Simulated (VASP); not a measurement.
# C (R-3m) in VASP: further runs

Runs on C. Level: PBEsol. Tasks: single point.

Everything below comes from runs of VASP 6.6.1. Logs are shortened: lines on timing, memory, paths and dates and some standing lists are left out, and cuts for length are marked.

### 1 The cell of the first run

The structure is trigonal, space group R-3m (No. 166). Conventional cell: a = 2.459 Å, b = 2.459 Å, c = 10.794 Å, α = 90.00°, β = 90.00°, γ = 120.00°. C (site symmetry 3m) has 3 C at 1.42 Å within 1.9 Å.

### 2 Single point, PBEsol

INCAR reads:

```
PREC = Accurate
ENCUT = 520
EDIFF = 1E-6
ISMEAR = 0
SIGMA = 0.02
LREAL = False
LASPH = True
NELM = 60
ALGO = Normal
ISIF = 2
LWAVE = False
LCHARG = False
GGA = PS
NBANDS = 11
```

KPOINTS reads:

```
regular mesh
0
Gamma
  18 18 18
```

POSCAR reads:

```
C
1.0
    1.2294551255      0.7098262476      3.5981014562
   -1.2294551255      0.7098262476      3.5981014562
    0.0000000000     -1.4196524953      3.5981014562
C
2
Direct
    0.1666396020      0.1666396020      0.1666396020
    0.8333603980      0.8333603980      0.8333603980
```

Potentials or basis: VASP PAW PBE potentials, release 64 (C).

Started as:

```
$ cat potpaw_PBE.64/C/POTCAR > POTCAR
$ mpirun -np 1 vasp_std > vasp.out
```

OUTCAR:

```text
PREC = Accurate
   ENCUT = 520
   EDIFF = 1E-6
   ISMEAR = 0
   LREAL = False
   LASPH = True
   NELM = 60
   ISIF = 2
   GGA = PS

 ion  position               nearest neighbor table
   1  0.167  0.167  0.167-   2 1.42   2 1.42   2 1.42
   2  0.833  0.833  0.833-   1 1.42   1 1.42   1 1.42

  LATTYP: Found a trigonal (rhomboedric) cell.
 ALAT       =     3.8680417909
 COS(alpha) =     0.7979433985

  Lattice vectors:

 A1 = (   1.2294551255,   0.7098262476,   3.5981014562)
 A2 = (  -1.2294551255,   0.7098262476,   3.5981014562)
 A3 = (   0.0000000000,  -1.4196524953,   3.5981014562)

Analysis of symmetry for initial positions (statically):
=====================================================================
 Subroutine PRICEL returns:
 Original cell was already a primitive cell.

 Routine SETGRP: Setting up the symmetry group for a
 trigonal (rhombohedral) supercell.

 Subroutine GETGRP returns: Found 12 space group operations
 (whereof 12 operations were pure point group operations)
 out of a pool of 12 trial point group operations.

The static configuration has the point symmetry D_3d.

Analysis of symmetry for dynamics (positions and initial velocities):
=====================================================================
 Subroutine PRICEL returns:
 Original cell was already a primitive cell.

 Routine SETGRP: Setting up the symmetry group for a
 trigonal (rhombohedral) supercell.

 Subroutine GETGRP returns: Found 12 space group operations
 (whereof 12 operations were pure point group operations)
 out of a pool of 12 trial point group operations.

The dynamic configuration has the point symmetry D_3d.

 Subroutine INISYM returns: Found 12 space group operations
 (whereof 12 operations are pure point group operations),
 and found     1 'primitive' translations

----------------------------------------------------------------------------------------

                                     Primitive cell

  volume of cell :      18.8404

  direct lattice vectors                    reciprocal lattice vectors
     1.229455125  0.709826248  3.598101456     0.406684221  0.234799244  0.092641449
    -1.229455125  0.709826248  3.598101456    -0.406684221  0.234799244  0.092641449
     0.000000000 -1.419652495  3.598101456     0.000000000 -0.469598489  0.092641449

  length of vectors
     3.868041791  3.868041791  3.868041791     0.478649328  0.478649328  0.478649328
[... 87 lines left out ...]
   ISIF   =      2    stress and relaxation
   ISYM   =      2    0-nonsym 1-usesym 2-fastsym
   POTIM  = 0.5000    time-step for ionic-motion
   TEBEG  =    0.0;   TEEND  =   0.0 temperature during run
   PSTRESS=    0.0 pullay stress
   NELECT =       8.0000    total number of electrons
   NUPDOWN=      -1.0000    fix difference up-down
   EMIN   =  10.00;   EMAX   =-10.00  energy-range for DOS
   EFERMI =   0.00;   METHOD = LEGACY
   ISMEAR =     0;   SIGMA  =   0.02  broadening in eV -4-tet -1-fermi 0-gaus
   EFERMI_NEDOS =   21; number of points for ismear=-14 and -15
   IALGO  =     38    algorithm
   IMIX   =      4    mixing-type and parameters
     AMIX     =   0.40;   BMIX     =  1.00
     AMIX_MAG =   1.60;   BMIX_MAG =  1.00
  volume/ion in A,a.u.               =       9.42        63.57
  Fermi-wavevector in a.u.,A,eV,Ry     =   1.230481  2.325273 20.600368  1.514084
  Thomas-Fermi vector in A             =   2.365328
   LORBIT       =      0    0 simple, 1 ext, 2 COOP (PROOUT), +10 PAW based schemes
   GGA     = PS    functional components
   LHFCALC =     F    Hartree Fock is set to
   AEXX    =    0.0000 exact exchange contribution
   IVDW    =     0    specifies the selected vdW correction
   LEPSILON=     F    determine dielectric tensor
   LRPA    =     F    only Hartree local field effects (RPA)
 non-spin polarized calculation
 Gauss-broadening in eV      SIGMA  =   0.02
  energy-cutoff  :      520.00
  volume of cell :       18.84
 maximum number of plane-waves:       529
 NGX is ok and might be reduce to    30
   NGX = 15   NGY = 15   NGZ = 15

 number of electron       8.0000000 magnetization

 Free energy of the ion-electron system (eV)
  ---------------------------------------------------
  ext. energy  EPLUGINS =         0.00000000
  ---------------------------------------------------
  free energy    TOTEN  =       -19.29021651 eV

  energy without entropy =      -19.29021651  energy(sigma->0) =      -19.29021651

 E-fermi :   4.0208     XC(G=0): -10.0674

 val. band max:        3.8363564102   @ k =  -0.3333   0.3333   0.0000
 cond. band min:       4.2750436736   @ k =  -0.3333   0.3333   0.0000
 fundamental gap:      0.4386872634
 Fermi energy:         4.0208086888

 k-point     1 :       0.0000    0.0000    0.0000
  band No.  band energies     occupation
      1     -15.5694      2.00000
      2      -2.9149      2.00000
      3       1.0733      2.00000
      4       1.0733      2.00000
      5       7.6063      0.00000
      6      12.4251      0.00000
      7      12.4251      0.00000
      8      15.5629      0.00000
      9      16.9289      0.00000
     10      26.4999      0.00000
     11      27.0496      0.00000
[... 309 lines left out ...]
 k-point    24 :      -0.2222    0.0556   -0.0000
  band No.  band energies     occupation
      1     -14.0278      2.00000
      2      -3.3370      2.00000
      3      -1.2089      2.00000
      4      -1.1844      2.00000
      5       9.6472      0.00000
      6      11.2087      0.00000
      7      12.5555      0.00000
      8      17.0747      0.00000
      9      19.9067      0.00000
     10      22.4175      0.00000
     11      26.9478      0.00000

 [... further k-points ...]

------------------------ aborting loop because EDIFF is reached ----------------------------------------

  FORCE on cell =-STRESS in cart. coord.  units (eV):
  Direction    XX          YY          ZZ          XY          YZ          ZX
  --------------------------------------------------------------------------------------
  -------------------------------------------------------------------------------------
  Total        0.1134700      0.1134700     -0.0064330      0.0000000      0.0000000     -0.0000000
  in kB        9.6494416      9.6494416     -0.5470559      0.0000000      0.0000000     -0.0000000
  external PRESSURE =       6.2506091 kB  Pullay stress =       0.0000000 kB

 VOLUME and BASIS-vectors are now :
 -----------------------------------------------------------------------------
  energy-cutoff  :      520.00
  volume of cell :       18.84
      direct lattice vectors                 reciprocal lattice vectors
     1.229455125  0.709826248  3.598101456     0.406684221  0.234799244  0.092641449
    -1.229455125  0.709826248  3.598101456    -0.406684221  0.234799244  0.092641449
     0.000000000 -1.419652495  3.598101456     0.000000000 -0.469598489  0.092641449

 POSITION                                       TOTAL-FORCE (eV/Angst)
 -----------------------------------------------------------------------------------
      0.00000     -0.00000      1.79876         0.000000     -0.000000      0.000196
      0.00000     -0.00000      8.99555         0.000000      0.000000     -0.000196
 -----------------------------------------------------------------------------------
    total drift:                                0.000000      0.000000      0.000000

  FREE ENERGIE OF THE ION-ELECTRON SYSTEM (eV)
  ---------------------------------------------------
  free  energy   TOTEN  =       -19.2902165109 eV

  energy  without entropy=      -19.2902165109  energy(sigma->0) =      -19.29021651
```

OSZICAR:

```text
N       E                     dE             d eps       ncg     rms          rms(c)
DAV:   1     0.684371712941E+01    0.68437E+01   -0.45341E+03 12993   0.660E+02
DAV:   2    -0.198607499698E+02   -0.26704E+02   -0.25355E+02 16979   0.131E+02
DAV:   3    -0.205047367057E+02   -0.64399E+00   -0.64266E+00 16178   0.177E+01
DAV:   4    -0.205071812400E+02   -0.24445E-02   -0.24443E-02 15058   0.132E+00
DAV:   5    -0.205071917096E+02   -0.10470E-04   -0.10469E-04 16199   0.790E-02    0.642E+00
DAV:   6    -0.195845416811E+02    0.92265E+00   -0.76529E-01 14896   0.506E+00    0.370E+00
DAV:   7    -0.192872611097E+02    0.29728E+00   -0.87441E-01 15344   0.547E+00    0.975E-01
DAV:   8    -0.192905103205E+02   -0.32492E-02   -0.24652E-02 14230   0.980E-01    0.143E-01
DAV:   9    -0.192901429702E+02    0.36735E-03   -0.71179E-04 15579   0.164E-01    0.696E-02
DAV:  10    -0.192902141079E+02   -0.71138E-04   -0.21531E-04 14632   0.945E-02    0.315E-02
DAV:  11    -0.192902158521E+02   -0.17442E-05   -0.88121E-06 15546   0.172E-02    0.841E-03
DAV:  12    -0.192902165109E+02   -0.65876E-06   -0.80601E-07 14443   0.558E-03
   1 F= -.19290217E+02 E0= -.19290217E+02  d E =-.187128E-41
```

Run time: 6.4 min. Hardware: 1 thread of Intel Xeon 8259CL, shared host; peak memory 0.24 GiB.

What came out:

```
Free energy : -19.2902 eV
Pressure    : 0.6 GPa
```

Stress tensor (GPa, compression positive):
```
 0.96  0.00  0.00
 0.00  0.96  0.00
 0.00  0.00 -0.05
```

Caveat: this functional lacks dispersion, which binds layers or chains, so the pressure and a relaxed spacing across them are unreliable; the PAW data sets were made with another functional, which shifts forces and pressure a little.

### 3 Single point, PBEsol

INCAR reads:

```
SYSTEM = C
  PREC = Accurate
  ENCUT = 520
  EDIFF = 1E-6
  ISMEAR = 0
  SIGMA = 0.02
  LREAL = .False.
  LASPH = .True.
  NELM = 100
  ALGO = Normal
  ISIF = 2
  LWAVE = .False.
  LCHARG = .False.
  GGA = PS
  NBANDS = 11
```

KPOINTS reads:

```
regular mesh
0
Gamma
  18 18 18
  0 0 0
```

POSCAR is that of step 2.

Potentials or basis: VASP PAW PBE potentials, release 64 (C).

Started as:

```
$ cat potpaw_PBE.64/C/POTCAR > POTCAR
$ mpirun -np 1 vasp_std > vasp.out
```

Run time: 6 min. Hardware: 1 thread of Intel Xeon 8259CL, shared host; peak memory 0.23 GiB.

It converged, with:

```yaml
Free_energy: -19.2902 eV
Pressure: 0.6 GPa
```

Stress tensor (GPa, compression positive):
```
 0.96  0.00  0.00
 0.00  0.96  0.00
 0.00  0.00 -0.05
```

Caveat: this functional lacks dispersion, which binds layers or chains, so the pressure and a relaxed spacing across them are unreliable; the PAW data sets were made with another functional, which shifts forces and pressure a little.
